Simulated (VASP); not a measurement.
Here is a VASP 6.6.1 calculation.

File INCAR:

```
ALGO = Normal ; EDIFF = 1E-6
ENCUT = 500 ; GGA = PS
GGA_COMPAT = False ; ISIF = 2
ISMEAR = 0 ; LASPH = True
LCHARG = False ; LREAL = False
LWAVE = False ; NBANDS = 16
NELM = 120 ; PREC = Accurate
SIGMA = 0.01
```

File KPOINTS:

```
k-points
0
Gamma
  4 4 4
```

File POSCAR:

```
GaP
1.0
    0.0000000000      2.7196334849      2.7196334849
    2.7196334849      0.0000000000      2.7196334849
    2.7196334849      2.7196334849      0.0000000000
Ga P
1 1
Direct
    0.0000000000      0.0000000000      0.0000000000
    0.2500000000      0.2500000000      0.2500000000
```

Potentials or basis: VASP PAW PBE potentials, release 64 (Ga_d, P).

The run is started by

```sh
$ cat potpaw_PBE.64/Ga_d/POTCAR potpaw_PBE.64/P/POTCAR > POTCAR
$ mpirun -np 1 vasp_std > vasp.out
```

(1) Estimate the band gap on the k mesh.

(2) Predict the pressure.

Answers

(1) 1.47 eV, indirect (least direct gap 1.79 eV).

(2) 0.3 GPa.

Caveat: the k points lie up to 0.50 Å⁻¹ apart; the PAW data sets were made with another functional, which shifts forces and pressure a little.
